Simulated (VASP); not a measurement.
# GaN (P6_3mc) in VASP: a series of runs

The runs below take GaN through single point, with LDA.

All numbers are computed with VASP 6.6.1; they aren't measurements. Logs are shortened: lines on timing, memory, paths and dates and some standing lists are left out, and cuts for length are marked.

**1. The cell of the first run**

Symmetry: P6_3mc, No. 186, hexagonal system. Conventional cell: a = 3.180 Å, b = 3.180 Å, c = 5.166 Å, α = 90.00°, β = 90.00°, γ = 120.00°. Within 2.6 Å of Ga (site symmetry 3m) lie 4 N at 1.94 to 1.95 Å. N (site symmetry 3m) has 4 Ga at 1.94 to 1.95 Å within 2.6 Å.

**2. Single point, LDA, non-collinear spin, zero start, spin-orbit coupling**

Contents of INCAR:

```
GGA = CA
LSORBIT = True
MAGMOM = 0 0 0 0 0 0 0 0 0 0 0 0
LORBIT = 11
ISMEAR = 0
SIGMA = 0.03
LWAVE = False
LCHARG = False
ISIF = 2
PREC = Accurate
LASPH = True
LREAL = False
ALGO = Normal
EDIFF = 1E-6
NELM = 200
GGA_COMPAT = False
ENCUT = 520
EFERMI = MIDGAP
KPAR = 2
NBANDS = 60
ADDGRID = False
```

Contents of KPOINTS:

```
Automatic mesh
0
Gamma
  8 8 5
  0 0 0
```

Contents of POSCAR:

```
GaN
1.0
    3.1800000000      0.0000000000      0.0000000000
   -1.5900000000      2.7539607840      0.0000000000
    0.0000000000      0.0000000000      5.1660000000
Ga N
2 2
Direct
    0.6666666667      0.3333333333      0.5000000000
    0.3333333333      0.6666666667      0.0000000000
    0.6666666667      0.3333333333      0.8750000000
    0.3333333333      0.6666666667      0.3750000000
```

Potentials or basis: VASP PAW LDA potentials, release 64 (Ga_d, N).

The run is started by

```
$ cat potpaw_LDA.64/Ga_d/POTCAR potpaw_LDA.64/N/POTCAR > POTCAR
$ mpirun -np 2 vasp_ncl > vasp.out
```

OUTCAR:

```text
GGA = CA
   LSORBIT = True
   LORBIT = 11
   ISMEAR = 0
   ISIF = 2
   PREC = Accurate
   LASPH = True
   LREAL = False
   EDIFF = 1E-6
   NELM = 200
   ENCUT = 520
   EFERMI = MIDGAP

 Found     50 irreducible k-points:

 Following reciprocal coordinates:
            Coordinates               Weight
  0.000000  0.000000  0.000000      1.000000
  0.125000  0.000000  0.000000      6.000000
  0.250000  0.000000  0.000000      6.000000
  0.375000 -0.000000  0.000000      6.000000
  0.500000  0.000000  0.000000      3.000000
  0.125000  0.125000  0.000000      6.000000
   k-points           NKPTS =     50   k-points in BZ     NKDIM =     50   number of bands    NBANDS=     60
   number of dos      NEDOS =    301   number of ions     NIONS =      4
   total plane-waves  NPLWV =  23040
   dimension x,y,z NGX =    24 NGY =   24 NGZ =   40
   dimension x,y,z NGXF=    48 NGYF=   48 NGZF=   80
   ions per type =               2   2
   NGX,Y,Z   is equivalent  to a cutoff of  12.55, 12.55, 12.87 a.u.
   NGXF,Y,Z  is equivalent  to a cutoff of  25.09, 25.09, 25.74 a.u.
 SYSTEM =  unknown system
   PREC   = accura    normal or accurate (medium, high low for compatibility)
   ISTART =      0    job   : 0-new  1-cont  2-samecut
   ICHARG =      2    charge: 1-file 2-atom 10-const
   ISPIN  =      1    spin polarized calculation?
   LNONCOLLINEAR =      T non collinear calculations
   LSORBIT =      T    spin-orbit coupling
   LASPH  =      T    aspherical Exc in radial PAW
   ENCUT  =  520.0 eV  38.22 Ry    6.18 a.u.   5.91  5.91  9.61*2*pi/ulx,y,z
   NELM   =    200;   NELMIN=  2; NELMDL= -5     # of ELM steps
   EDIFF  = 0.1E-05   stopping-criterion for ELM
   LREAL  =      F    real-space projection
[... 7 lines left out ...]
   TEBEG  =    0.0;   TEEND  =   0.0 temperature during run

   SCALEE = 1.0000    scale energy and forces
   PSTRESS=    0.0 pullay stress
   NELECT =      36.0000    total number of electrons
   NUPDOWN=      -1.0000    fix difference up-down
   EMIN   =  10.00;   EMAX   =-10.00  energy-range for DOS
   EFERMI =   0.00;   METHOD = MIDGAP
   ISMEAR =     0;   SIGMA  =   0.03  broadening in eV -4-tet -1-fermi 0-gaus
   EFERMI_NEDOS =   21; number of points for ismear=-14 and -15
   IALGO  =     38    algorithm
   IMIX   =      4    mixing-type and parameters
     AMIX     =   0.40;   BMIX     =  1.00
     AMIX_MAG =   1.60;   BMIX_MAG =  1.00
  volume/ion in A,a.u.               =      11.31        76.33
  Fermi-wavevector in a.u.,A,eV,Ry     =   1.517036  2.866782 31.312427  2.301398
  Thomas-Fermi vector in A             =   2.626345
   LORBIT       =     11    0 simple, 1 ext, 2 COOP (PROOUT), +10 PAW based schemes
   GGA     = CA    functional components
   LHFCALC =     F    Hartree Fock is set to
   AEXX    =    0.0000 exact exchange contribution
   IVDW    =     0    specifies the selected vdW correction
   LEPSILON=     F    determine dielectric tensor
   LRPA    =     F    only Hartree local field effects (RPA)

   CSHIFT  =0.1000    complex shift for real part using Kramers Kronig

   OMEGAMAX=  -1.0    maximum frequency
 Gauss-broadening in eV      SIGMA  =   0.03
  energy-cutoff  :      520.00
  volume of cell :       45.24
 maximum number of plane-waves:      2472
   NGX = 11   NGY = 11   NGZ = 19

 number of electron      36.0000000 magnetization       0.0000000      0.0000000      0.0000000

 number of electron      35.9999999 magnetization      -0.0000000     -0.0000000     -0.0000000

 number of electron      35.9999999 magnetization       0.0000000     -0.0000000     -0.0000000

 number of electron      35.9999999 magnetization       0.0000000      0.0000000     -0.0000000

 Free energy of the ion-electron system (eV)
  ---------------------------------------------------
  ext. energy  EPLUGINS =         0.00000000
  ---------------------------------------------------
  free energy    TOTEN  =       -27.91183145 eV

  energy without entropy =      -27.91183145  energy(sigma->0) =      -27.91183145

 E-fermi :   6.1787     XC(G=0): -12.1739

 val. band max:        5.1858003903   @ k =   0.0000   0.0000   0.0000
 cond. band min:       7.1715953135   @ k =   0.0000   0.0000   0.0000
 fundamental gap:      1.9857949232
 Fermi energy:         6.1786978519

 k-point     1 :       0.0000    0.0000    0.0000
  band No.  band energies     occupation
      1     -10.7579      1.00000
      2     -10.7579      1.00000
      3      -9.8643      1.00000
      4      -9.8643      1.00000
      5      -8.5723      1.00000
      6      -8.5723      1.00000
[... 295 lines left out ...]
     47      15.5849      0.00000
     48      15.6510      0.00000

 [... further k-points ...]

 [bands above 48 left out]

------------------------ aborting loop because EDIFF is reached ----------------------------------------

  FORCE on cell =-STRESS in cart. coord.  units (eV):
  Direction    XX          YY          ZZ          XY          YZ          ZX
  --------------------------------------------------------------------------------------
  -------------------------------------------------------------------------------------
  Total       -1.0580391     -1.0580391     -0.4455671      0.0000000     -0.0000000     -0.0000000
  in kB      -37.4690807    -37.4690807    -15.7791782      0.0000000     -0.0000000     -0.0000000
  external PRESSURE =     -30.2391132 kB  Pullay stress =       0.0000000 kB

 VOLUME and BASIS-vectors are now :
 -----------------------------------------------------------------------------
  energy-cutoff  :      520.00
  volume of cell :       45.24
      direct lattice vectors                 reciprocal lattice vectors
     3.180000000  0.000000000  0.000000000     0.314465409  0.181556688  0.000000000
    -1.590000000  2.753960784  0.000000000     0.000000000  0.363113377  0.000000000
     0.000000000  0.000000000  5.166000000     0.000000000  0.000000000  0.193573364

 POSITION                                       TOTAL-FORCE (eV/Angst)
 -----------------------------------------------------------------------------------
      1.59000      0.91799      2.58300         0.000000      0.000000     -0.127809
     -0.00000      1.83597      0.00000        -0.000000     -0.000000     -0.127809
      1.59000      0.91799      4.52025         0.000000     -0.000000      0.127809
     -0.00000      1.83597      1.93725        -0.000000      0.000000      0.127809
 -----------------------------------------------------------------------------------
    total drift:                               -0.000000      0.000000      0.000562

  FREE ENERGIE OF THE ION-ELECTRON SYSTEM (eV)
  ---------------------------------------------------
  free  energy   TOTEN  =       -27.9118314493 eV

  energy  without entropy=      -27.9118314493  energy(sigma->0) =      -27.91183145

 Spin-Orbit-Coupling matrix elements

 Ion:    1  E_soc:     -0.0112921
 l=   1
     0.0000000    -0.0010430    -0.0010405
    -0.0010430     0.0000000    -0.0010430
    -0.0010405    -0.0010430     0.0000000
 l=   2
     0.0000000    -0.0001662     0.0000000    -0.0001662    -0.0006771
    -0.0001662     0.0000000    -0.0005073    -0.0001633    -0.0001662
     0.0000000    -0.0005073     0.0000000    -0.0005073     0.0000000
    -0.0001662    -0.0001633    -0.0005073     0.0000000    -0.0001662
    -0.0006771    -0.0001662     0.0000000    -0.0001662     0.0000000
 l=   3
     0.0000000     0.0000000     0.0000000     0.0000000     0.0000000     0.0000000     0.0000000
     0.0000000     0.0000000     0.0000000     0.0000000     0.0000000     0.0000000     0.0000000
     0.0000000     0.0000000     0.0000000     0.0000000     0.0000000     0.0000000     0.0000000
     0.0000000     0.0000000     0.0000000     0.0000000     0.0000000     0.0000000     0.0000000
     0.0000000     0.0000000     0.0000000     0.0000000     0.0000000     0.0000000     0.0000000
     0.0000000     0.0000000     0.0000000     0.0000000     0.0000000     0.0000000     0.0000000
     0.0000000     0.0000000     0.0000000     0.0000000     0.0000000     0.0000000     0.0000000

 Ion:    2  E_soc:     -0.0112921
 l=   1
     0.0000000    -0.0010430    -0.0010405
    -0.0010430     0.0000000    -0.0010430
    -0.0010405    -0.0010430     0.0000000
 l=   2
     0.0000000    -0.0001662     0.0000000    -0.0001662    -0.0006771
    -0.0001662     0.0000000    -0.0005073    -0.0001633    -0.0001662
     0.0000000    -0.0005073     0.0000000    -0.0005073     0.0000000
    -0.0001662    -0.0001633    -0.0005073     0.0000000    -0.0001662
    -0.0006771    -0.0001662     0.0000000    -0.0001662     0.0000000
 l=   3
     0.0000000     0.0000000     0.0000000     0.0000000     0.0000000     0.0000000     0.0000000
     0.0000000     0.0000000     0.0000000     0.0000000     0.0000000     0.0000000     0.0000000
     0.0000000     0.0000000     0.0000000     0.0000000     0.0000000     0.0000000     0.0000000
     0.0000000     0.0000000     0.0000000     0.0000000     0.0000000     0.0000000     0.0000000
     0.0000000     0.0000000     0.0000000     0.0000000     0.0000000     0.0000000     0.0000000
     0.0000000     0.0000000     0.0000000     0.0000000     0.0000000     0.0000000     0.0000000
     0.0000000     0.0000000     0.0000000     0.0000000     0.0000000     0.0000000     0.0000000
[... 21 lines left out ...]
 Ion:    4  E_soc:     -0.0000983
 l=   1
     0.0000000    -0.0000161    -0.0000169
    -0.0000161     0.0000000    -0.0000161
    -0.0000169    -0.0000161     0.0000000
 l=   2
     0.0000000     0.0000000     0.0000000     0.0000000     0.0000000
     0.0000000     0.0000000     0.0000000     0.0000000     0.0000000
     0.0000000     0.0000000     0.0000000     0.0000000     0.0000000
     0.0000000     0.0000000     0.0000000     0.0000000     0.0000000
     0.0000000     0.0000000     0.0000000     0.0000000     0.0000000
 l=   3
     0.0000000     0.0000000     0.0000000     0.0000000     0.0000000     0.0000000     0.0000000
     0.0000000     0.0000000     0.0000000     0.0000000     0.0000000     0.0000000     0.0000000
     0.0000000     0.0000000     0.0000000     0.0000000     0.0000000     0.0000000     0.0000000
     0.0000000     0.0000000     0.0000000     0.0000000     0.0000000     0.0000000     0.0000000
     0.0000000     0.0000000     0.0000000     0.0000000     0.0000000     0.0000000     0.0000000
     0.0000000     0.0000000     0.0000000     0.0000000     0.0000000     0.0000000     0.0000000
     0.0000000     0.0000000     0.0000000     0.0000000     0.0000000     0.0000000     0.0000000

 total charge

# of ion       s       p       d       tot
------------------------------------------
    1        0.798   0.921  10.184  11.902
    2        0.798   0.921  10.184  11.902
    3        1.209   2.496   0.000   3.705
    4        1.209   2.496   0.000   3.705
--------------------------------------------------
tot          4.014   6.834  20.367  31.215

 magnetization (x)

# of ion       s       p       d       tot
------------------------------------------
    1        0.000  -0.000   0.000   0.000
    2        0.000   0.000  -0.000   0.000
    3        0.000   0.000   0.000   0.000
    4       -0.000   0.000   0.000   0.000
--------------------------------------------------
tot          0.000   0.000   0.000   0.000

 magnetization (y)

# of ion       s       p       d       tot
------------------------------------------
    1        0.000   0.000   0.000   0.000
    2        0.000   0.000  -0.000   0.000
    3       -0.000   0.000   0.000  -0.000
    4        0.000  -0.000   0.000  -0.000
--------------------------------------------------
tot         -0.000   0.000  -0.000  -0.000

 magnetization (z)

# of ion       s       p       d       tot
------------------------------------------
    1        0.000   0.000  -0.000   0.000
    2        0.000  -0.000  -0.000  -0.000
    3        0.000   0.000   0.000   0.000
    4        0.000   0.000   0.000   0.000
--------------------------------------------------
tot          0.000   0.000  -0.000   0.000
```

Run time: 91 s. Hardware: 2 MPI ranks of Intel Xeon 6975P-C (Granite Rapids), shared host; peak memory 0.32 GiB.

Results:

```yaml
Free_energy: -27.9118 eV
Pressure: -3.0 GPa
Largest_force: 0.128 eV/Å
Net_moment: 0.00 μB per cell
Valence_electrons_inside_the_program's_atomic_spheres: Ga 11.90; N 3.71
```

Forces in eV/Å, atoms in the order of the input:
```
Ga   0.000  0.000 -0.128
Ga   0.000  0.000 -0.128
N    0.000  0.000  0.128
N    0.000  0.000  0.128
```

Stress tensor (GPa, compression positive):
```
-3.75  0.00  0.00
 0.00 -3.75  0.00
 0.00  0.00 -1.58
```

Moments on the atoms (μB; x, y, z):
```
Ga  0.00 0.00 0.00
Ga  0.00 0.00 0.00
N   0.00 0.00 0.00
N   0.00 0.00 0.00
```

Caveat: the cell stands under tension.

**3. Single point, LDA, non-collinear spin, zero start, spin-orbit coupling**

Edit INCAR of step 2 so:

```diff
@@ -16,6 +16,6 @@
 GGA_COMPAT = False
-ENCUT = 520
+ENCUT = 720
 EFERMI = MIDGAP
 KPAR = 2
-NBANDS = 60
+NBANDS = 84
 ADDGRID = False
```

Contents of KPOINTS:

```
Automatic mesh
0
Gamma
  13 13 7
  0 0 0
```

POSCAR is that of step 2.

Potentials or basis: VASP PAW LDA potentials, release 64 (Ga_d, N).

The run is started by

```
$ cat potpaw_LDA.64/Ga_d/POTCAR potpaw_LDA.64/N/POTCAR > POTCAR
$ mpirun -np 2 vasp_ncl > vasp.out
```

It took 14 min on 2 MPI ranks of Intel Xeon 6975P-C (Granite Rapids), shared host; peak memory 1.1 GiB.

It converged, with:

```
Free energy                                           : -27.9170 eV
Pressure                                              : -3.6 GPa
Largest force                                         : 0.128 eV/Å
Net moment                                            : 0.00 μB per cell
Valence electrons inside the program's atomic spheres : Ga 11.90; N 3.69
```

Forces on the atoms (eV/Å):
```
Ga   0.000  0.000 -0.128
Ga   0.000  0.000 -0.128
N    0.000  0.000  0.128
N    0.000  0.000  0.128
```

Stress tensor (GPa, compression positive):
```
-4.28  0.00  0.00
 0.00 -4.28  0.00
 0.00  0.00 -2.11
```

Moments on the atoms (μB; x, y, z):
```
Ga  0.00 0.00 0.00
Ga  0.00 0.00 0.00
N   0.00 0.00 0.00
N   0.00 0.00 0.00
```

Caveat: the cell stands under tension.

**4. Single point, LDA**

Contents of INCAR:

```
SYSTEM = GaN
ALGO = Normal ; EDIFF = 1E-6
ENCUT = 520 ; GGA = CA
ISIF = 2 ; ISMEAR = 0
LASPH = .True. ; LCHARG = .False.
LREAL = .False. ; LWAVE = .False.
NBANDS = 26 ; NELM = 80
PREC = Accurate ; SIGMA = 0.1
```

Contents of KPOINTS:

```
k-points
0
Gamma
  10 10 5
  0 0 0
```

POSCAR is that of step 3.

The run is started by

```
$ cat potpaw_LDA.64/Ga_d/POTCAR potpaw_LDA.64/N/POTCAR > POTCAR
$ mpirun -np 1 vasp_std > vasp.out
```

It took 42 s on 1 thread of Intel Xeon Platinum 8259CL at 2.50GHz (Skylake/Cascade Lake), shared host; peak memory 0.17 GiB.

Results (log left out):

| Quantity | Value |
| --- | --- |
| Free energy | -27.9009 eV |
| Pressure | -3.4 GPa |
| Largest force | 0.128 eV/Å |
| Band gap on the k mesh | 1.99 eV |

Forces on the atoms (eV/Å):
```
Ga   0.000  0.000 -0.128
Ga   0.000  0.000 -0.128
N    0.000  0.000  0.128
N    0.000  0.000  0.128
```

Stress tensor (GPa, compression positive):
```
-4.10  0.00  0.00
 0.00 -4.10  0.00
 0.00  0.00 -1.91
```

Levels at points of the mesh, in eV from the valence-band top:
```tsv
k point	band 15	band 16	band 17	band 18	band 19	band 20	band 21	band 22
(0.00, 0.00, 0.00)	-1.08	-0.06	0.00	0.00	1.99	4.20	9.10	9.73
(0.50, 0.00, 0.00)	-4.33	-2.82	-2.31	-1.00	4.91	5.53	5.93	8.53
```

Caveat: the cell stands under tension. Expect the measured gap to be larger: semilocal functionals such as LDA lack the derivative discontinuity.

**5. Summary**

```csv
spin,k mesh,cutoff (eV),smearing,tolerance level,purpose,dipole correction,pressure (GPa),moment (μB),largest force (eV/Å)
"non-collinear, zero start, SOC",8 × 8 × 5,520,gaussian 0.03 eV,tight,levels,-,-3.0,0.00,0.13
"non-collinear, zero start, SOC",13 × 13 × 7,720,gaussian 0.03 eV,tight,levels,-,-3.6,0.00,0.13
off,10 × 10 × 5,520,gaussian 0.1 eV,-,-,no,-3.4,-,0.13
```

Alike in all rows: task single point; level LDA; potentials or basis VASP PAW LDA potentials, release 64 (Ga_d, N); cell as given.

Caveats: the cell stands under tension.

Total energies depend on the potentials used, so only differences within one code and one set of settings carry meaning.
